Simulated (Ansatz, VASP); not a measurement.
## Two plane-wave programs on Pt

```
CELL_PARAMETERS angstrom
0.00000 1.97158 1.97158
1.97158 0.00000 1.97158
1.97158 1.97158 0.00000
ATOMIC_POSITIONS crystal
Pt 0.00000 0.00000 0.00000
```

Alike in both runs: task relaxation of cell and atoms; functional PBE; dispersion D3(BJ); k mesh 18 × 18 × 18; occupations gaussian, width 0.1 eV; no spin polarisation.

```csv
,VASP,Ansatz
version,VASP 6.6.1,Ansatz 0.2.0
potentials or method,"VASP PAW PBE potentials, release 64 (Pt), cutoff 600 eV","scalar-relativistic, plane waves, PAW"
valence electrons in the cell,10,18
```

Ansatz gave:

```
gap on the k mesh at the Fermi level, each at its own relaxed structure (eV) : none
relaxed volume (Å³/atom)                                                     : 15.16
relaxed cell length with the largest relative difference (Å)                 : 2.778
```

Problem. Which values does VASP return?

Solution. gap on the k mesh at the Fermi level, each at its own relaxed structure (eV): none; relaxed volume (Å³/atom): 15.13; relaxed cell length with the largest relative difference (Å): 2.776.

A gap of «none» marks a metal or a gap that the smearing closes. VASP's potentials hold 10 valence electrons a cell and Ansatz's 18, so a difference there can come from the potentials and not from the codes.

Neither program's run includes spin-orbit coupling.
